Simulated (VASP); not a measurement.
# Y (Pm-3m) in VASP: a series of runs, part 2 of 2

VASP 6.6.1. Earlier steps stand in the parts before.

## Step 3: Single point, PBE (volume scaled by 0.84)

Input file INCAR:

```
SYSTEM = Y
PREC = Accurate
ENCUT = 520
EDIFF = 1E-6
ISMEAR = -1
SIGMA = 0.08
LREAL = .False.
LASPH = .True.
NELM = 100
ALGO = Normal
ISIF = 2
LWAVE = .False.
LCHARG = .True.
GGA = PE
LELF = .True.
LVHAR = .True.
NBANDS = 12
```

Input file KPOINTS:

```
Automatic mesh
0
Gamma
  12 12 12
  0 0 0
```

Input file POSCAR:

```
Y
1.0
    3.0822917252      0.0000000000      0.0000000000
    0.0000000000      3.0822917252      0.0000000000
    0.0000000000      0.0000000000      3.0822917252
Y
1
Direct
    0.0000000000      0.0000000000      0.0000000000
```

Potentials or basis: VASP PAW PBE potentials, release 64 (Y_sv).

Run with:

```console
> cat potpaw_PBE.64/Y_sv/POTCAR > POTCAR
> mpirun -np 1 vasp_std > vasp.out
```

OUTCAR:

```text
SYSTEM = Y
   PREC = Accurate
   ENCUT = 520
   EDIFF = 1E-6
   ISMEAR = -1
   LREAL = .False.
   LASPH = .True.
   NELM = 100
   ISIF = 2
   GGA = PE

 ion  position               nearest neighbor table
   1  0.000  0.000  0.000-

  LATTYP: Found a simple cubic cell.
 ALAT       =     3.0822917252

  Lattice vectors:

 A1 = (   3.0822917252,   0.0000000000,   0.0000000000)
 A2 = (   0.0000000000,   3.0822917252,   0.0000000000)
 A3 = (   0.0000000000,   0.0000000000,   3.0822917252)

Analysis of symmetry for initial positions (statically):
=====================================================================
 Subroutine PRICEL returns:
 Original cell was already a primitive cell.

 Routine SETGRP: Setting up the symmetry group for a
 simple cubic supercell.

 Subroutine GETGRP returns: Found 48 space group operations
 (whereof 48 operations were pure point group operations)
 out of a pool of 48 trial point group operations.

The static configuration has the point symmetry O_h .

Analysis of symmetry for dynamics (positions and initial velocities):
=====================================================================
 Subroutine PRICEL returns:
 Original cell was already a primitive cell.

 Routine SETGRP: Setting up the symmetry group for a
 simple cubic supercell.

 Subroutine GETGRP returns: Found 48 space group operations
 (whereof 48 operations were pure point group operations)
 out of a pool of 48 trial point group operations.

The dynamic configuration has the point symmetry O_h .

 Subroutine INISYM returns: Found 48 space group operations
 (whereof 48 operations are pure point group operations),
 and found     1 'primitive' translations

----------------------------------------------------------------------------------------

                                     Primitive cell

  volume of cell :      29.2834

  direct lattice vectors                    reciprocal lattice vectors
     3.082291725  0.000000000  0.000000000     0.324433924  0.000000000  0.000000000
     0.000000000  3.082291725  0.000000000     0.000000000  0.324433924  0.000000000
     0.000000000  0.000000000  3.082291725     0.000000000  0.000000000  0.324433924

  length of vectors
     3.082291725  3.082291725  3.082291725     0.324433924  0.324433924  0.324433924

  position of ions in fractional coordinates (direct lattice)
     0.000000000  0.000000000  0.000000000

  ion indices of the primitive-cell ions
   primitive index   ion index
                 1           1

----------------------------------------------------------------------------------------

 KPOINTS: Automatic mesh

Automatic generation of k-mesh.
 Grid dimensions read from file:
 generate k-points for:   12   12   12

 Generating k-lattice:

  Cartesian coordinates                     Fractional coordinates (reciprocal lattice)
     0.027036160  0.000000000  0.000000000     0.083333333  0.000000000  0.000000000
     0.000000000  0.027036160  0.000000000     0.000000000  0.083333333  0.000000000
     0.000000000  0.000000000  0.027036160     0.000000000  0.000000000  0.083333333

  Length of vectors
     0.027036160  0.027036160  0.027036160

  Shift w.r.t. Gamma in fractional coordinates (k-lattice)
     0.000000000  0.000000000  0.000000000

 Subroutine IBZKPT returns following result:
 ===========================================

 Found     84 irreducible k-points:

 Following reciprocal coordinates:
            Coordinates               Weight
  0.000000  0.000000  0.000000      1.000000
  0.083333  0.000000  0.000000      6.000000
  0.166667  0.000000  0.000000      6.000000
  0.250000  0.000000  0.000000      6.000000
  0.333333  0.000000  0.000000      6.000000
  0.416667  0.000000  0.000000      6.000000
[... 16 lines left out ...]
  0.333333  0.333333  0.000000     12.000000
  0.416667  0.333333  0.000000     24.000000
 [... further k-points ...]
   k-points           NKPTS =     84   k-points in BZ     NKDIM =     84   number of bands    NBANDS=     12
   number of dos      NEDOS =    301   number of ions     NIONS =      1
   total plane-waves  NPLWV =  13824
   dimension x,y,z NGX =    24 NGY =   24 NGZ =   24
   dimension x,y,z NGXF=    48 NGYF=   48 NGZF=   48
   ions per type =               1
   NGX,Y,Z   is equivalent  to a cutoff of  12.94, 12.94, 12.94 a.u.
   NGXF,Y,Z  is equivalent  to a cutoff of  25.89, 25.89, 25.89 a.u.
 SYSTEM =  Y
   PREC   = accura    normal or accurate (medium, high low for compatibility)
   ISTART =      0    job   : 0-new  1-cont  2-samecut
   ICHARG =      2    charge: 1-file 2-atom 10-const
   ISPIN  =      1    spin polarized calculation?
   LNONCOLLINEAR =      F non collinear calculations
   LSORBIT =      F    spin-orbit coupling
   LASPH  =      T    aspherical Exc in radial PAW
   ENCUT  =  520.0 eV  38.22 Ry    6.18 a.u.   5.73  5.73  5.73*2*pi/ulx,y,z
   NELM   =    100;   NELMIN=  2; NELMDL= -5     # of ELM steps
   EDIFF  = 0.1E-05   stopping-criterion for ELM
   LREAL  =      F    real-space projection
   EDIFFG = 0.1E-04   stopping-criterion for IOM
   NSW    =      0    number of steps for IOM
   IBRION =     -1    ionic relax: 0-MD 1-quasi-New 2-CG
   NFREE  =      0    steps in history (QN), initial steepest desc. (CG)
   ISIF   =      2    stress and relaxation
   ISYM   =      2    0-nonsym 1-usesym 2-fastsym
   POTIM  = 0.5000    time-step for ionic-motion
   TEBEG  =    0.0;   TEEND  =   0.0 temperature during run
   PSTRESS=    0.0 pullay stress
   NELECT =      11.0000    total number of electrons
   NUPDOWN=      -1.0000    fix difference up-down
   EMIN   =  10.00;   EMAX   =-10.00  energy-range for DOS
   EFERMI =   0.00;   METHOD = LEGACY
   ISMEAR =    -1;   SIGMA  =   0.08  broadening in eV -4-tet -1-fermi 0-gaus
   EFERMI_NEDOS =   21; number of points for ismear=-14 and -15
   IALGO  =     38    algorithm
   IMIX   =      4    mixing-type and parameters
     AMIX     =   0.40;   BMIX     =  1.00
     AMIX_MAG =   1.60;   BMIX_MAG =  1.00
  volume/ion in A,a.u.               =      29.28       197.61
  Fermi-wavevector in a.u.,A,eV,Ry     =   1.181223  2.232188 18.984051  1.395288
  Thomas-Fermi vector in A             =   2.317501
   LORBIT       =      0    0 simple, 1 ext, 2 COOP (PROOUT), +10 PAW based schemes
   GGA     = PE    functional components
   LHFCALC =     F    Hartree Fock is set to
   AEXX    =    0.0000 exact exchange contribution
   IVDW    =     0    specifies the selected vdW correction
   LEPSILON=     F    determine dielectric tensor
   LRPA    =     F    only Hartree local field effects (RPA)
 non-spin polarized calculation
  energy-cutoff  :      520.00
  volume of cell :       29.28
 maximum number of plane-waves:       840
 NGX is ok and might be reduce to    24
   NGX = 11   NGY = 11   NGZ = 11

 number of electron      11.0000000 magnetization

 Free energy of the ion-electron system (eV)
  ---------------------------------------------------
  ext. energy  EPLUGINS =         0.00000000
  ---------------------------------------------------
  free energy    TOTEN  =        -5.57368816 eV

  energy without entropy =       -5.52902018  energy(sigma->0) =       -5.55135417

 E-fermi :   3.6006     XC(G=0):  -9.8249

 val. band max:        3.5737288372   @ k =   0.2500   0.2500   0.0000
 cond. band min:       3.6037132900   @ k =   0.5000   0.0000   0.0000
 fundamental gap:      0.0299844528
 Fermi energy:         3.6006455034

 k-point     1 :       0.0000    0.0000    0.0000
  band No.  band energies     occupation
      1     -39.1396      2.00000
      2     -18.5843      2.00000
      3     -18.5843      2.00000
      4     -18.5843      2.00000
      5      -1.0897      2.00000
      6       2.7483      1.99995
      7       2.7483      1.99995
      8       9.7773      0.00000
      9       9.7773      0.00000
     10       9.7773      0.00000
     11      15.0186      0.00000
     12      15.0186      0.00000
[... 331 lines left out ...]
 k-point    24 :       0.4167    0.3333    0.0000
  band No.  band energies     occupation
      1     -38.9257      2.00000
      2     -19.5375      2.00000
      3     -19.3167      2.00000
      4     -18.4083      2.00000
      5       1.7901      2.00000
      6       3.4276      1.79365
      7       6.4723      0.00000
      8       7.3241      0.00000
      9       7.3568      0.00000
     10       7.8742      0.00000
     11      12.1255      0.00000
     12      15.0710      0.00000

 [... further k-points ...]

------------------------ aborting loop because EDIFF is reached ----------------------------------------

  FORCE on cell =-STRESS in cart. coord.  units (eV):
  Direction    XX          YY          ZZ          XY          YZ          ZX
  --------------------------------------------------------------------------------------
  -------------------------------------------------------------------------------------
  Total        1.0574567      1.0574567      1.0574567      0.0000000     -0.0000000      0.0000000
  in kB       57.8564733     57.8564733     57.8564733      0.0000000     -0.0000000      0.0000000
  external PRESSURE =      57.8564733 kB  Pullay stress =       0.0000000 kB

 VOLUME and BASIS-vectors are now :
 -----------------------------------------------------------------------------
  energy-cutoff  :      520.00
  volume of cell :       29.28
      direct lattice vectors                 reciprocal lattice vectors
     3.082291725  0.000000000  0.000000000     0.324433924  0.000000000  0.000000000
     0.000000000  3.082291725  0.000000000     0.000000000  0.324433924  0.000000000
     0.000000000  0.000000000  3.082291725     0.000000000  0.000000000  0.324433924

 POSITION                                       TOTAL-FORCE (eV/Angst)
 -----------------------------------------------------------------------------------
      0.00000      0.00000      0.00000         0.000000      0.000000      0.000000
 -----------------------------------------------------------------------------------
    total drift:                                0.000000      0.000000      0.000000

  FREE ENERGIE OF THE ION-ELECTRON SYSTEM (eV)
  ---------------------------------------------------
  free  energy   TOTEN  =        -5.5736881627 eV

  energy  without entropy=       -5.5290201837  energy(sigma->0) =       -5.55135417
```

stdout:

```text
POSCAR found type information on POSCAR Y
 POSCAR found :  1 types and       1 ions
 scaLAPACK will be used
 LDA part: xc-table for (Slater+PW92), standard interpolation
 POSCAR, INCAR and KPOINTS ok, starting setup
 FFT: planning ... GRIDC
 FFT: planning ... GRID_SOFT
 FFT: planning ... GRID
 WAVECAR not read
 entering main loop
```

It took 14 s on 1 thread of Intel Xeon Platinum 8559C (Emerald Rapids), shared host; peak memory 0.16 GiB.

What came out:

```yaml
Free_energy: -5.5737 eV
Pressure: 5.8 GPa
```

Levels at points of the mesh, in eV from the Fermi level:
```csv
k point,band 3,band 4,band 5,band 6,band 7,band 8
"(0.00, 0.00, 0.00)",-22.18,-22.18,-4.69,-0.85,-0.85,6.18
"(0.50, 0.00, 0.00)",-22.08,-22.08,-1.68,0.00,0.31,3.10
"(0.50, 0.50, 0.00)",-23.16,-21.98,-2.39,0.31,3.78,3.78
"(0.50, 0.50, 0.50)",-23.00,-23.00,-0.90,-0.90,-0.90,5.65
```

## Step 4: Single point, PBE (volume scaled by 0.84)

Input file INCAR:

```
ALGO = Normal
EDIFF = 1E-6
ENCUT = 520
GGA = PE
ISIF = 2
ISMEAR = -1
LASPH = T
LCHARG = F
LREAL = F
LWAVE = F
NBANDS = 12
NELM = 60
PREC = Accurate
SIGMA = 0.08
```

Input file KPOINTS:

```
k-points
0
Gamma
  12 12 12
```

POSCAR is that of step 3.

Run with:

```console
> cat potpaw_PBE.64/Y_sv/POTCAR > POTCAR
> mpirun -np 1 vasp_std > vasp.out
```

It took 11 s on 1 thread of Intel Xeon Platinum 8559C (Emerald Rapids), shared host; peak memory 0.17 GiB.

Results (log left out):

```
Free energy : -5.5737 eV
Pressure    : 5.8 GPa
```

Levels at points of the mesh, in eV from the Fermi level:
| k point | band 3 | band 4 | band 5 | band 6 | band 7 | band 8 |
| --- | --- | --- | --- | --- | --- | --- |
| (0.00, 0.00, 0.00) | -22.18 | -22.18 | -4.69 | -0.85 | -0.85 | 6.18 |
| (0.50, 0.00, 0.00) | -22.08 | -22.08 | -1.68 | 0.00 | 0.31 | 3.10 |
| (0.50, 0.50, 0.00) | -23.16 | -21.98 | -2.39 | 0.31 | 3.78 | 3.78 |
| (0.50, 0.50, 0.50) | -23.00 | -23.00 | -0.90 | -0.90 | -0.90 | 5.65 |

## Step 5: Single point, PBE (volume scaled by 0.92)

Input file INCAR:

```
  ALGO = Normal
  EDIFF = 1E-6
  ENCUT = 520
  GGA = PE
  ISIF = 2
  ISMEAR = -1
  LASPH = T
  LCHARG = F
  LREAL = F
  LWAVE = F
  NBANDS = 12
  NELM = 80
  PREC = Accurate
  SIGMA = 0.08
```

KPOINTS is that of step 4.

Input file POSCAR:

```
Y
1.0
    3.1771904914      0.0000000000      0.0000000000
    0.0000000000      3.1771904914      0.0000000000
    0.0000000000      0.0000000000      3.1771904914
Y
1
Direct
    0.0000000000      0.0000000000      0.0000000000
```

Run with:

```console
> cat potpaw_PBE.64/Y_sv/POTCAR > POTCAR
> mpirun -np 1 vasp_std > vasp.out
```

Wall time 10 s (1 thread of Intel Xeon Platinum 8559C (Emerald Rapids), shared host); peak memory 0.17 GiB.

Results (log left out):

| Quantity | Value |
| --- | --- |
| Free energy | -5.6424 eV |
| Pressure | 2.3 GPa |

Levels at points of the mesh, in eV from the Fermi level:
```csv
k point,band 1,band 2,band 3,band 4,band 5,band 6,band 7,band 8,band 9,band 10
"(0.00, 0.00, 0.00)",-42.87,-22.43,-22.43,-22.43,-4.59,-0.71,-0.71,5.64,5.64,5.64
"(0.50, 0.00, 0.00)",-42.78,-23.32,-22.35,-22.35,-1.74,0.06,0.12,2.91,2.91,5.93
"(0.50, 0.50, 0.00)",-42.69,-23.19,-23.19,-22.27,-2.08,0.21,3.51,3.51,3.93,3.93
"(0.50, 0.50, 0.50)",-42.60,-23.07,-23.07,-23.07,-0.71,-0.71,-0.71,5.61,7.51,7.51
```

## Step 6: Overview

```csv
cell,gap on the mesh (eV),pressure (GPa)
"a = 2.981 Å, 1 atom",none,11.0
"a = 3.082 Å, 1 atom",none,5.8
"a = 3.177 Å, 1 atom",none,2.3
```

Alike in all rows: task single point; level PBE; potentials or basis VASP PAW PBE potentials, release 64 (Y_sv); no spin polarisation; k mesh 12 × 12 × 12; cutoff (eV) 520; smearing fermi-dirac 0.08 eV.

Total energies depend on the potentials used, so only differences within one code and one set of settings carry meaning.
